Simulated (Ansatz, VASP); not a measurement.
**One calculation of AlN, two programs**

```
Al N
1.0
     0.85397    2.68390    2.68390
     2.68390    0.85397    2.68390
     2.68390    2.68390    0.85397
Al N
1 1
Direct
  0.00000 0.00000 0.00000
  0.75000 0.75000 0.75000
```

Alike in both runs: task single point; functional PBEsol; k mesh 10 × 10 × 10; occupations gaussian, width 0.05 eV; no spin polarisation.

```csv
,VASP,Ansatz
version,VASP 6.6.1,Ansatz 0.2.0
potentials or method,"VASP PAW PBE potentials, release 64 (Al, N_h), cutoff 910 eV","scalar-relativistic, plane waves, PAW"
valence electrons in the cell,8,8
```

```tsv
	VASP	Ansatz	Ansatz less VASP
gap on the k mesh at the Fermi level (eV)	none	none	-
rms of the force components (eV/Å)	0.246	0.200	-0.0458
```

VASP's potentials were made for PBE, not for PBEsol. Atom by atom the forces differ by 0.046 eV/Å (rms over components). A gap of «none» marks a metal or a gap that the smearing closes.

Noted on VASP's run: the cutoff is short for stress, so the pressure is rough.
